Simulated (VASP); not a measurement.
# Bi (R-3m) in VASP: a series of runs

The runs below take Bi through single point, with PBE+D3(BJ).

Program: VASP 6.6.1. These are calculated values, not measurements. Logs are shortened: lines on timing, memory, paths and dates and some standing lists are left out, and cuts for length are marked.

## Step 1: The cell of the first run

The structure is trigonal, space group R-3m (No. 166). Conventional cell: a = 4.467 Å, b = 4.467 Å, c = 11.282 Å, α = 90.00°, β = 90.00°, γ = 120.00°. Within 4.0 Å of Bi (site symmetry 3m) lie 6 Bi at 3.06 to 3.33 Å.

## Step 2: Single point, PBE+D3(BJ) (32.49 Å³/atom)

INCAR

```
  PREC = Accurate
  ENCUT = 520
  EDIFF = 1E-6
  ISMEAR = 0
  SIGMA = 0.1
  LREAL = False
  LASPH = True
  NELM = 100
  ALGO = Fast
  ISIF = 2
  LWAVE = False
  LCHARG = False
  GGA = PE
  IVDW = 12
  NBANDS = 22
```

KPOINTS

```
Automatic mesh
0
Gamma
  12 12 12
```

POSCAR

```
Bi
1.0
    2.2333423223      1.2894207910      3.7607736647
   -2.2333423223      1.2894207910      3.7607736647
    0.0000000000     -2.5788415820      3.7607736647
Bi
2
Direct
    0.2400385589      0.2400385589      0.2400385589
    0.7599614411      0.7599614411      0.7599614411
```

Potentials or basis: VASP PAW PBE potentials, release 64 (Bi_d).

Run with:

```bash
$ cat potpaw_PBE.64/Bi_d/POTCAR > POTCAR
$ mpirun -np 1 vasp_std > vasp.out
```

OUTCAR:

```text
PREC = Accurate
   ENCUT = 520
   EDIFF = 1E-6
   ISMEAR = 0
   LREAL = False
   LASPH = True
   NELM = 100
   ISIF = 2
   GGA = PE
   IVDW = 12
 IVDW          = 12

 ion  position               nearest neighbor table
   1  0.240  0.240  0.240-   2 3.06   2 3.06   2 3.06   2 3.33   2 3.33   2 3.33
   2  0.760  0.760  0.760-   1 3.06   1 3.06   1 3.06   1 3.33   1 3.33   1 3.33

  LATTYP: Found a trigonal (rhomboedric) cell.
 ALAT       =     4.5600265857
 COS(alpha) =     0.5202601022

  Lattice vectors:

 A1 = (   2.2333423223,   1.2894207910,   3.7607736647)
 A2 = (  -2.2333423223,   1.2894207910,   3.7607736647)
 A3 = (   0.0000000000,  -2.5788415820,   3.7607736647)

Analysis of symmetry for initial positions (statically):
=====================================================================
 Subroutine PRICEL returns:
 Original cell was already a primitive cell.

 Routine SETGRP: Setting up the symmetry group for a
 trigonal (rhombohedral) supercell.

 Subroutine GETGRP returns: Found 12 space group operations
 (whereof 12 operations were pure point group operations)
 out of a pool of 12 trial point group operations.

The static configuration has the point symmetry D_3d.

Analysis of symmetry for dynamics (positions and initial velocities):
=====================================================================
 Subroutine PRICEL returns:
 Original cell was already a primitive cell.

 Routine SETGRP: Setting up the symmetry group for a
 trigonal (rhombohedral) supercell.

 Subroutine GETGRP returns: Found 12 space group operations
 (whereof 12 operations were pure point group operations)
 out of a pool of 12 trial point group operations.

The dynamic configuration has the point symmetry D_3d.

 Subroutine INISYM returns: Found 12 space group operations
 (whereof 12 operations are pure point group operations),
 and found     1 'primitive' translations

----------------------------------------------------------------------------------------

                                     Primitive cell

  volume of cell :      64.9798

  direct lattice vectors                    reciprocal lattice vectors
     2.233342322  1.289420791  3.760773665     0.223879696  0.129257003  0.088634245
    -2.233342322  1.289420791  3.760773665    -0.223879696  0.129257003  0.088634245
     0.000000000 -2.578841582  3.760773665     0.000000000 -0.258514005  0.088634245

  length of vectors
     4.560026586  4.560026586  4.560026586     0.273286517  0.273286517  0.273286517

[... 79 lines left out ...]
   NELM   =    100;   NELMIN=  2; NELMDL= -5     # of ELM steps
   EDIFF  = 0.1E-05   stopping-criterion for ELM
   LREAL  =      F    real-space projection
   EDIFFG = 0.1E-04   stopping-criterion for IOM
   NSW    =      0    number of steps for IOM
   IBRION =     -1    ionic relax: 0-MD 1-quasi-New 2-CG
   NFREE  =      0    steps in history (QN), initial steepest desc. (CG)
   ISIF   =      2    stress and relaxation
   ISYM   =      2    0-nonsym 1-usesym 2-fastsym
   POTIM  = 0.5000    time-step for ionic-motion
   TEBEG  =    0.0;   TEEND  =   0.0 temperature during run
   PSTRESS=    0.0 pullay stress
   NELECT =      30.0000    total number of electrons
   NUPDOWN=      -1.0000    fix difference up-down
   EMIN   =  10.00;   EMAX   =-10.00  energy-range for DOS
   EFERMI =   0.00;   METHOD = LEGACY
   ISMEAR =     0;   SIGMA  =   0.10  broadening in eV -4-tet -1-fermi 0-gaus
   EFERMI_NEDOS =   21; number of points for ismear=-14 and -15
   IALGO  =     68    algorithm
   IMIX   =      4    mixing-type and parameters
     AMIX     =   0.40;   BMIX     =  1.00
     AMIX_MAG =   1.60;   BMIX_MAG =  1.00
  volume/ion in A,a.u.               =      32.49       219.25
  Fermi-wavevector in a.u.,A,eV,Ry     =   1.265287  2.391046 21.782270  1.600952
  Thomas-Fermi vector in A             =   2.398548
   LORBIT       =      0    0 simple, 1 ext, 2 COOP (PROOUT), +10 PAW based schemes
   GGA     = PE    functional components
   LHFCALC =     F    Hartree Fock is set to
   AEXX    =    0.0000 exact exchange contribution
   IVDW    =    12    specifies the selected vdW correction
   LEPSILON=     F    determine dielectric tensor
   LRPA    =     F    only Hartree local field effects (RPA)
 non-spin polarized calculation
 RMM-DIIS sequential band-by-band and
 Gauss-broadening in eV      SIGMA  =   0.10
  energy-cutoff  :      520.00
  volume of cell :       64.98
 maximum number of plane-waves:      1771
 NGX is ok and might be reduce to    36
   NGX = 17   NGY = 17   NGZ = 17

 number of electron      29.9999998 magnetization

 Free energy of the ion-electron system (eV)
  ---------------------------------------------------
  ext. energy  EPLUGINS =         0.00000000
  ---------------------------------------------------
  free energy    TOTEN  =        -7.65030994 eV

  energy without entropy =       -7.64889913  energy(sigma->0) =       -7.64960453

 E-fermi :   7.3078     XC(G=0):  -9.9257

 val. band max:        7.2986404370   @ k =   0.2500   0.1667   0.0833
 cond. band min:       7.3454614314   @ k =  -0.4167   0.5000   0.4167
 fundamental gap:      0.0468209944
 Fermi energy:         7.3077717869

 k-point     1 :       0.0000    0.0000    0.0000
  band No.  band energies     occupation
      1     -15.7817      2.00000
      2     -15.7817      2.00000
      3     -15.6027      2.00000
      4     -15.6027      2.00000
      5     -15.5958      2.00000
      6     -15.3790      2.00000
[... 589 lines left out ...]
     21      15.3526      0.00000
     22      17.8027      0.00000

 [... further k-points ...]

------------------------ aborting loop because EDIFF is reached ----------------------------------------

 Edisp (eV)   -0.98416

 E8    (eV) :    -0.4887

  FORCE on cell =-STRESS in cart. coord.  units (eV):
  Direction    XX          YY          ZZ          XY          YZ          ZX
  --------------------------------------------------------------------------------------
  -------------------------------------------------------------------------------------
  Total       1.16382     1.16382     1.12541     0.00000    -0.00000     0.00000
  in kB      28.69576    28.69576    27.74871     0.00000    -0.00000     0.00000
  external pressure =       28.38 kB  Pullay stress =        0.00 kB

 VOLUME and BASIS-vectors are now :
 -----------------------------------------------------------------------------
  energy-cutoff  :      520.00
  volume of cell :       64.98
      direct lattice vectors                 reciprocal lattice vectors
     2.233342322  1.289420791  3.760773665     0.223879696  0.129257003  0.088634245
    -2.233342322  1.289420791  3.760773665    -0.223879696  0.129257003  0.088634245
     0.000000000 -2.578841582  3.760773665     0.000000000 -0.258514005  0.088634245

 POSITION                                       TOTAL-FORCE (eV/Angst)
 -----------------------------------------------------------------------------------
      0.00000      0.00000      2.70819         0.000000      0.000000      0.001799
      0.00000      0.00000      8.57413         0.000000     -0.000000     -0.001799
 -----------------------------------------------------------------------------------
    total drift:                                0.000000     -0.000000      0.000000

  FREE ENERGIE OF THE ION-ELECTRON SYSTEM (eV)
  ---------------------------------------------------
  free  energy   TOTEN  =        -8.6344689005 eV

  energy  without entropy=       -8.6330580861  energy(sigma->0) =       -8.63376349
```

stdout:

```text
POSCAR found type information on POSCAR Bi
 POSCAR found :  1 types and       2 ions
 scaLAPACK will be used
 LDA part: xc-table for (Slater+PW92), standard interpolation
 POSCAR, INCAR and KPOINTS ok, starting setup
 FFT: planning ... GRIDC
 FFT: planning ... GRID_SOFT
 FFT: planning ... GRID
 WAVECAR not read
 entering main loop
WARNING in EDDRMM: call to ZHEGV failed, returncode =   8  4     22
```

Wall time 2.2 min (1 thread of Intel Xeon Platinum 8488C (Sapphire Rapids), shared host); peak memory 0.36 GiB.

Results:

```
Free energy                : -8.6345 eV
Pressure                   : 2.8 GPa
Band gap on the k mesh     : zero (bands 15 and 16 overlap by 0.25 eV)
Dispersion energy per atom : -0.492 eV
```

Caveat: spin-orbit coupling is left out, which moves the levels of the heavy elements.

## Step 3: Single point, PBE+D3(BJ) (33.53 Å³/atom)

This run uses another cell than the first one, of 33.53 Å³/atom.

INCAR

```
PREC = Accurate
ENCUT = 520
EDIFF = 1E-6
ISMEAR = 0
SIGMA = 0.1
LREAL = False
LASPH = True
NELM = 100
ALGO = Fast
ISIF = 2
LWAVE = False
LCHARG = False
GGA = PE
IVDW = 12
NBANDS = 22
```

KPOINTS

```
regular mesh
0
Gamma
  12 12 12
```

POSCAR

```
Bi
1.0
    2.2491422559      1.2985428869      3.8264656556
   -2.2491422559      1.2985428869      3.8264656556
    0.0000000000     -2.5970857738      3.8264656556
Bi
2
Direct
    0.2385673339      0.2385673339      0.2385673339
    0.7614326661      0.7614326661      0.7614326661
```

Potentials or basis: VASP PAW PBE potentials, release 64 (Bi_d).

Run with:

```bash
$ cat potpaw_PBE.64/Bi_d/POTCAR > POTCAR
$ mpirun -np 1 vasp_std > vasp.out
```

Wall time 2.9 min (1 thread of Intel Xeon Platinum 8488C (Sapphire Rapids), shared host); peak memory 0.36 GiB.

It converged, with:

```yaml
Free_energy: -8.6613 eV
Pressure: 1.3 GPa
Largest_force: 0.004 eV/Å
Band_gap_on_the_k_mesh: zero (bands 15 and 16 overlap by 0.22 eV)
Dispersion_energy_per_atom: -0.477 eV
```

Forces in eV/Å, atoms in the order of the input:
```
Bi   0.000  0.000  0.004
Bi   0.000  0.000 -0.004
```

Stress tensor (GPa, compression positive):
```
1.33 0.00 0.00
0.00 1.33 0.00
0.00 0.00 1.21
```

Levels at points of the mesh, in eV from the Fermi level:
```tsv
k point	band 13	band 14	band 15	band 16	band 17	band 18
(0.00, 0.00, 0.00)	-1.57	-1.31	-1.31	2.88	3.11	3.11
(0.50, 0.00, 0.00)	-1.07	-0.97	-0.29	-0.25	0.27	0.64
(0.50, 0.50, 0.00)	-5.05	-3.25	-3.12	2.45	5.16	5.44
(0.50, 0.50, 0.50)	-0.77	-0.53	-0.53	0.40	0.40	0.48
```

Caveat: spin-orbit coupling is left out, which moves the levels of the heavy elements.

The gap in the log of VASP goes by the Fermi energy; the results here count the filled bands.